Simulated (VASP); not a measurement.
# CuO (P-6m2) in VASP: notebook

The runs below take CuO through single point, with PBE.

Program: VASP 6.6.1. These are calculated values, not measurements. Logs are shortened: lines on timing, memory, paths and dates and some standing lists are left out, and cuts for length are marked.

## (1) The cell of the first run

It takes space group P-6m2 (No. 187, hexagonal). The conventional cell has a = 2.836 Å, b = 2.836 Å, c = 2.768 Å, α = 90.00°, β = 90.00°, γ = 120.00°. Cu (site symmetry -6m2) has 6 O at 2.14 Å and 2 Cu at 2.77 Å within 2.8 Å. O (site symmetry -6m2) has 6 Cu at 2.14 Å and 2 O at 2.77 Å within 2.8 Å.

## (2) Single point, PBE

File INCAR:

```
SYSTEM = CuO
  PREC = Accurate
  ENCUT = 520
  EDIFF = 1E-7
  ISMEAR = -1
  SIGMA = 0.05
  LREAL = .False.
  LASPH = .True.
  NELM = 60
  ALGO = Normal
  ISIF = 2
  LWAVE = .False.
  LCHARG = .True.
  GGA = PE
  LELF = .True.
  LVHAR = .True.
  NBANDS = 16
```

File KPOINTS:

```
regular mesh
0
Gamma
  11 11 10
  0 0 0
```

File POSCAR:

```
CuO
1.0
    2.8363251100      0.0000000000      0.0000000000
   -1.4181625500      2.4563296000      0.0000000000
    0.0000000000      0.0000000000      2.7681127800
Cu O
1 1
Direct
    0.0000000000      0.0000000000      0.0000000000
    0.6666666667      0.3333333333      0.5000000000
```

Potentials or basis: VASP PAW PBE potentials, release 64 (Cu, O).

On the command line:

```bash
$ cat potpaw_PBE.64/Cu/POTCAR potpaw_PBE.64/O/POTCAR > POTCAR
$ mpirun -np 1 vasp_std > vasp.out
```

OUTCAR:

```text
SYSTEM = CuO
   PREC = Accurate
   ENCUT = 520
   EDIFF = 1E-7
   ISMEAR = -1
   LREAL = .False.
   LASPH = .True.
   NELM = 60
   ISIF = 2
   GGA = PE

 ion  position               nearest neighbor table
   1  0.000  0.000  0.000-   2 2.14   2 2.14   2 2.14   2 2.14   2 2.14   2 2.14
   2  0.667  0.333  0.500-   1 2.14   1 2.14   1 2.14   1 2.14   1 2.14   1 2.14

  LATTYP: Found a hexagonal cell.
 ALAT       =     2.8363251100
 C/A-ratio  =     0.9759504544

  Lattice vectors:

 A1 = (   2.8363251100,   0.0000000000,   0.0000000000)
 A2 = (  -1.4181625500,   2.4563296000,   0.0000000000)
 A3 = (   0.0000000000,   0.0000000000,   2.7681127800)

Analysis of symmetry for initial positions (statically):
=====================================================================
 Subroutine PRICEL returns:
 Original cell was already a primitive cell.

 Routine SETGRP: Setting up the symmetry group for a
 hexagonal supercell.

 Subroutine GETGRP returns: Found 12 space group operations
 (whereof 12 operations were pure point group operations)
 out of a pool of 24 trial point group operations.

The static configuration has the point symmetry D_3h.

Analysis of symmetry for dynamics (positions and initial velocities):
=====================================================================
 Subroutine PRICEL returns:
 Original cell was already a primitive cell.

 Routine SETGRP: Setting up the symmetry group for a
 hexagonal supercell.

 Subroutine GETGRP returns: Found 12 space group operations
 (whereof 12 operations were pure point group operations)
 out of a pool of 24 trial point group operations.

The dynamic configuration has the point symmetry D_3h.

 Subroutine INISYM returns: Found 12 space group operations
 (whereof 12 operations are pure point group operations),
 and found     1 'primitive' translations

----------------------------------------------------------------------------------------

                                     Primitive cell

  volume of cell :      19.2853

  direct lattice vectors                    reciprocal lattice vectors
     2.836325110  0.000000000  0.000000000     0.352568892  0.203555744  0.000000000
    -1.418162550  2.456329600  0.000000000     0.000000000  0.407111489  0.000000000
     0.000000000  0.000000000  2.768112780     0.000000000  0.000000000  0.361256957

  length of vectors
     2.836325110  2.836325109  2.768112780     0.407111488  0.407111489  0.361256957

  position of ions in fractional coordinates (direct lattice)
     0.000000000  0.000000000  0.000000000
     0.666666667  0.333333333  0.500000000

  ion indices of the primitive-cell ions
   primitive index   ion index
                 1           1
                 2           2

----------------------------------------------------------------------------------------

 KPOINTS: regular mesh

Automatic generation of k-mesh.
 Grid dimensions read from file:
 generate k-points for:   11   11   10

 Generating k-lattice:

  Cartesian coordinates                     Fractional coordinates (reciprocal lattice)
     0.032051717  0.018505068  0.000000000     0.090909091  0.000000000  0.000000000
     0.000000000  0.037010135  0.000000000     0.000000000  0.090909091  0.000000000
     0.000000000  0.000000000  0.036125696     0.000000000  0.000000000  0.100000000

  Length of vectors
     0.037010135  0.037010135  0.036125696

  Shift w.r.t. Gamma in fractional coordinates (k-lattice)
     0.000000000  0.000000000  0.000000000

 Subroutine IBZKPT returns following result:
 ===========================================

 Found     96 irreducible k-points:

 Following reciprocal coordinates:
            Coordinates               Weight
  0.000000  0.000000  0.000000      1.000000
  0.090909  0.000000  0.000000      6.000000
  0.181818 -0.000000  0.000000      6.000000
  0.272727  0.000000  0.000000      6.000000
  0.363636  0.000000  0.000000      6.000000
  0.454545  0.000000  0.000000      6.000000
[... 16 lines left out ...]
  0.090909  0.090909  0.100000     12.000000
  0.181818  0.090909  0.100000     24.000000
 [... further k-points ...]
   k-points           NKPTS =     96   k-points in BZ     NKDIM =     96   number of bands    NBANDS=     16
   number of dos      NEDOS =    301   number of ions     NIONS =      2
   total plane-waves  NPLWV =  13824
   dimension x,y,z NGX =    24 NGY =   24 NGZ =   24
   dimension x,y,z NGXF=    48 NGYF=   48 NGZF=   48
   ions per type =               1   1
   NGX,Y,Z   is equivalent  to a cutoff of  14.07, 14.07, 14.41 a.u.
   NGXF,Y,Z  is equivalent  to a cutoff of  28.13, 28.13, 28.83 a.u.
 SYSTEM =  CuO
   PREC   = accura    normal or accurate (medium, high low for compatibility)
   ISTART =      0    job   : 0-new  1-cont  2-samecut
   ICHARG =      2    charge: 1-file 2-atom 10-const
   ISPIN  =      1    spin polarized calculation?
   LNONCOLLINEAR =      F non collinear calculations
   LSORBIT =      F    spin-orbit coupling
   LASPH  =      T    aspherical Exc in radial PAW
   ENCUT  =  520.0 eV  38.22 Ry    6.18 a.u.   5.27  5.27  5.15*2*pi/ulx,y,z
   NELM   =     60;   NELMIN=  2; NELMDL= -5     # of ELM steps
   EDIFF  = 0.1E-06   stopping-criterion for ELM
   LREAL  =      F    real-space projection
   EDIFFG = 0.1E-05   stopping-criterion for IOM
   NSW    =      0    number of steps for IOM
   IBRION =     -1    ionic relax: 0-MD 1-quasi-New 2-CG
   NFREE  =      0    steps in history (QN), initial steepest desc. (CG)
   ISIF   =      2    stress and relaxation
   ISYM   =      2    0-nonsym 1-usesym 2-fastsym
   POTIM  = 0.5000    time-step for ionic-motion
   TEBEG  =    0.0;   TEEND  =   0.0 temperature during run
   PSTRESS=    0.0 pullay stress
   NELECT =      17.0000    total number of electrons
   NUPDOWN=      -1.0000    fix difference up-down
   EMIN   =  10.00;   EMAX   =-10.00  energy-range for DOS
   EFERMI =   0.00;   METHOD = LEGACY
   ISMEAR =    -1;   SIGMA  =   0.05  broadening in eV -4-tet -1-fermi 0-gaus
   EFERMI_NEDOS =   21; number of points for ismear=-14 and -15
   IALGO  =     38    algorithm
   IMIX   =      4    mixing-type and parameters
     AMIX     =   0.40;   BMIX     =  1.00
     AMIX_MAG =   1.60;   BMIX_MAG =  1.00
  volume/ion in A,a.u.               =       9.64        65.07
  Fermi-wavevector in a.u.,A,eV,Ry     =   1.569696  2.966296 33.524031  2.463947
  Thomas-Fermi vector in A             =   2.671540
   LORBIT       =      0    0 simple, 1 ext, 2 COOP (PROOUT), +10 PAW based schemes
   GGA     = PE    functional components
   LHFCALC =     F    Hartree Fock is set to
   AEXX    =    0.0000 exact exchange contribution
   IVDW    =     0    specifies the selected vdW correction
   LEPSILON=     F    determine dielectric tensor
   LRPA    =     F    only Hartree local field effects (RPA)
 non-spin polarized calculation
  energy-cutoff  :      520.00
  volume of cell :       19.29
 maximum number of plane-waves:       533
 NGX is ok and might be reduce to    24
   NGX = 11   NGY = 11   NGZ = 11

 number of electron      17.0000005 magnetization

 Free energy of the ion-electron system (eV)
  ---------------------------------------------------
  ext. energy  EPLUGINS =         0.00000000
  ---------------------------------------------------
  free energy    TOTEN  =        -9.15018883 eV

  energy without entropy =       -9.12647451  energy(sigma->0) =       -9.13833167

 E-fermi :   5.7501     XC(G=0): -12.3484

 val. band max:        5.7454155040   @ k =   0.3636   0.0000   0.3000
 cond. band min:       5.7536401871   @ k =   0.2727   0.0000   0.3000
 fundamental gap:      0.0082246831
 Fermi energy:         5.7500521916

 k-point     1 :       0.0000    0.0000    0.0000
  band No.  band energies     occupation
      1     -13.4598      2.00000
      2       2.1935      2.00000
      3       2.1935      2.00000
      4       2.5524      2.00000
      5       3.1605      2.00000
      6       4.0146      2.00000
[... 8 lines left out ...]
     15      26.8716      0.00000
     16      32.1163      0.00000

 k-point     2 :       0.0909    0.0000    0.0000
  band No.  band energies     occupation
      1     -13.3759      2.00000
      2       1.8862      2.00000
      3       2.2398      2.00000
      4       2.6144      2.00000
      5       2.8977      2.00000
      6       4.0057      2.00000
[... 8 lines left out ...]
     15      28.1677      0.00000
     16      31.9772      0.00000

 k-point     3 :       0.1818   -0.0000    0.0000
  band No.  band energies     occupation
      1     -13.1418      2.00000
      2       1.1200      2.00000
      3       2.3699      2.00000
      4       2.4992      2.00000
      5       2.7494      2.00000
      6       3.9817      2.00000
[... 8 lines left out ...]
     15      29.0039      0.00000
     16      32.2459      0.00000

 k-point     4 :       0.2727    0.0000    0.0000
  band No.  band energies     occupation
      1     -12.8135      2.00000
      2       0.2024      2.00000
      3       2.1692      2.00000
      4       2.5567      2.00000
      5       2.8598      2.00000
      6       3.9503      2.00000
[... 8 lines left out ...]
     15      28.7922      0.00000
     16      32.9833      0.00000
[... 324 lines left out ...]
 k-point    22 :       0.4545    0.0000    0.1000
  band No.  band energies     occupation
      1     -12.2271      2.00000
      2      -0.9472      2.00000
      3       1.6624      2.00000
      4       2.6328      2.00000
      5       2.9470      2.00000
      6       4.0789      2.00000
[... 8 lines left out ...]
     15      29.9418      0.00000
     16      31.7544      0.00000

 k-point    23 :       0.0909    0.0909    0.1000
  band No.  band energies     occupation
      1     -13.1414      2.00000
      2       1.4128      2.00000
      3       1.9010      2.00000
      4       2.3234      2.00000
      5       3.0466      2.00000
      6       3.9076      2.00000
[... 8 lines left out ...]
     15      29.3459      0.00000
     16      31.0037      0.00000

 k-point    24 :       0.1818    0.0909    0.1000
  band No.  band energies     occupation
      1     -12.8667      2.00000
      2       0.6553      2.00000
      3       1.8440      2.00000
      4       2.3678      2.00000
      5       3.0228      2.00000
      6       3.8843      2.00000
[... 8 lines left out ...]
     15      29.1114      0.00000
     16      31.2729      0.00000

 [... further k-points ...]

------------------------ aborting loop because EDIFF is reached ----------------------------------------

  FORCE on cell =-STRESS in cart. coord.  units (eV):
  Direction    XX          YY          ZZ          XY          YZ          ZX
  --------------------------------------------------------------------------------------
  -------------------------------------------------------------------------------------
  Total        0.3878045      0.3878045     -0.8517268      0.0000000      0.0000000      0.0000000
  in kB       32.2178807     32.2178807    -70.7594556      0.0000001      0.0000000      0.0000000
  external PRESSURE =      -2.1078981 kB  Pullay stress =       0.0000000 kB

 VOLUME and BASIS-vectors are now :
 -----------------------------------------------------------------------------
  energy-cutoff  :      520.00
  volume of cell :       19.29
      direct lattice vectors                 reciprocal lattice vectors
     2.836325110  0.000000000  0.000000000     0.352568892  0.203555744  0.000000000
    -1.418162550  2.456329600  0.000000000     0.000000000  0.407111489  0.000000000
     0.000000000  0.000000000  2.768112780     0.000000000  0.000000000  0.361256957

 POSITION                                       TOTAL-FORCE (eV/Angst)
 -----------------------------------------------------------------------------------
      0.00000      0.00000      0.00000         0.000000     -0.000000      0.000000
      1.41816      0.81878      1.38406        -0.000000      0.000000      0.000000
 -----------------------------------------------------------------------------------
    total drift:                                0.000000     -0.000000      0.000000

  FREE ENERGIE OF THE ION-ELECTRON SYSTEM (eV)
  ---------------------------------------------------
  free  energy   TOTEN  =        -9.1501888304 eV

  energy  without entropy=       -9.1264745148  energy(sigma->0) =       -9.13833167
```

Wall time 31 s (1 thread of AMD EPYC 7R43 (Zen 3), shared host); peak memory 0.12 GiB.

What came out:

| Item | Value |
| --- | --- |
| Free energy | -9.1502 eV |
| Pressure | -0.2 GPa |

Levels at points of the mesh, in eV from the Fermi level:
```tsv
k point	band 6	band 7	band 8	band 9	band 10	band 11	band 12	band 13
(0.00, 0.00, 0.00)	-1.74	-1.74	-0.13	-0.13	1.11	15.18	16.69	16.69
(0.00, 0.00, 0.50)	-2.20	-1.51	-0.18	-0.18	7.16	7.65	21.05	21.05
```

Caveat: an odd number of electrons without spin polarisation forces a metal; a magnetic or distorted state may lie lower; semilocal functionals often make such compounds metallic where correlation or magnetic order opens a gap, which also shifts bond lengths. With open d or f shells a metallic result of PBE can be an artefact of self-interaction; +U or a hybrid may open a gap.

## (3) Single point, PBE

This run uses another cell than the first one, of 9.84 Å³/atom, 1.020 times its volume.

File INCAR:

```
  ALGO = Normal
  EDIFF = 1E-6
  ENCUT = 520
  GGA = PE
  ISIF = 2
  ISMEAR = -1
  LASPH = T
  LCHARG = F
  LREAL = F
  LWAVE = F
  NBANDS = 16
  NELM = 80
  PREC = Accurate
  SIGMA = 0.05
```

File KPOINTS:

```
k-points
0
Gamma
  11 11 10
```

File POSCAR:

```
CuO
1.0
    2.8551092674      0.0000000000      0.0000000000
   -1.4275546287      2.4725971575      0.0000000000
    0.0000000000      0.0000000000      2.7864451870
Cu O
1 1
Direct
    0.0000000000      0.0000000000      0.0000000000
    0.6666666667      0.3333333333      0.5000000000
```

Potentials or basis: VASP PAW PBE potentials, release 64 (Cu, O).

On the command line:

```bash
$ cat potpaw_PBE.64/Cu/POTCAR potpaw_PBE.64/O/POTCAR > POTCAR
$ mpirun -np 1 vasp_std > vasp.out
```

OUTCAR:

```text
EDIFF = 1E-6
   ENCUT = 520
   GGA = PE
   ISIF = 2
   ISMEAR = -1
   LASPH = T
   LREAL = F
   NELM = 80
   PREC = Accurate

 ion  position               nearest neighbor table
   1  0.000  0.000  0.000-   2 2.16   2 2.16   2 2.16   2 2.16   2 2.16   2 2.16
   2  0.667  0.333  0.500-   1 2.16   1 2.16   1 2.16   1 2.16   1 2.16   1 2.16

  LATTYP: Found a hexagonal cell.
 ALAT       =     2.8551092674
 C/A-ratio  =     0.9759504544

  Lattice vectors:

[... 192 lines left out ...]
      6       3.7927      2.00000
[... 433 lines left out ...]
      3       1.6895      2.00000
      4       2.2031      2.00000
      5       2.8373      2.00000
      6       3.6681      2.00000
[... 8 lines left out ...]
     15      28.6239      0.00000
     16      30.7640      0.00000

 [... further k-points ...]
[... 5 lines left out ...]
  --------------------------------------------------------------------------------------
  -------------------------------------------------------------------------------------
  Total        0.0048942      0.0048942     -1.3266549      0.0000000      0.0000000      0.0000000
  in kB        0.3986298      0.3986298   -108.0542732      0.0000000      0.0000000      0.0000000
  external PRESSURE =     -35.7523379 kB  Pullay stress =       0.0000000 kB

 VOLUME and BASIS-vectors are now :
 -----------------------------------------------------------------------------
  energy-cutoff  :      520.00
  volume of cell :       19.67
      direct lattice vectors                 reciprocal lattice vectors
     2.855109267  0.000000000  0.000000000     0.350249292  0.202216522  0.000000000
    -1.427554629  2.472597158  0.000000000     0.000000000  0.404433046  0.000000000
     0.000000000  0.000000000  2.786445187     0.000000000  0.000000000  0.358880198

 POSITION                                       TOTAL-FORCE (eV/Angst)
 -----------------------------------------------------------------------------------
      0.00000      0.00000      0.00000        -0.000000      0.000000      0.000000
      1.42755      0.82420      1.39322         0.000000      0.000000      0.000000
 -----------------------------------------------------------------------------------
    total drift:                                0.000000     -0.000000      0.000000

  FREE ENERGIE OF THE ION-ELECTRON SYSTEM (eV)
  ---------------------------------------------------
  free  energy   TOTEN  =        -9.1463990634 eV

  energy  without entropy=       -9.1223109680  energy(sigma->0) =       -9.13435502
```

stdout:

```text
POSCAR found type information on POSCAR CuO
 POSCAR found :  2 types and       2 ions
 scaLAPACK will be used
 LDA part: xc-table for (Slater+PW92), standard interpolation
 POSCAR, INCAR and KPOINTS ok, starting setup
 FFT: planning ... GRIDC
 FFT: planning ... GRID_SOFT
 FFT: planning ... GRID
 WAVECAR not read
 entering main loop
```

Wall time 35 s (1 thread of AMD EPYC 7R43 (Zen 3), shared host); peak memory 0.12 GiB.

Results:

| Property | Result |
| --- | --- |
| Free energy | -9.1464 eV |
| Pressure | -3.6 GPa |

Levels at points of the mesh, in eV from the Fermi level:
```csv
k point,band 5,band 6,band 7,band 8,band 9,band 10,band 11,band 12,band 13,band 14
"(0.00, 0.00, 0.00)",-2.51,-1.70,-1.70,-0.12,-0.12,1.03,15.11,16.55,16.55,18.44
"(0.00, 0.00, 0.50)",-2.14,-2.14,-1.48,-0.17,-0.17,7.05,7.54,20.78,20.78,22.28
```

Caveat: an odd number of electrons without spin polarisation forces a metal; a magnetic or distorted state may lie lower; semilocal functionals often make such compounds metallic where correlation or magnetic order opens a gap, which also shifts bond lengths.

[end of part 1 of 2]
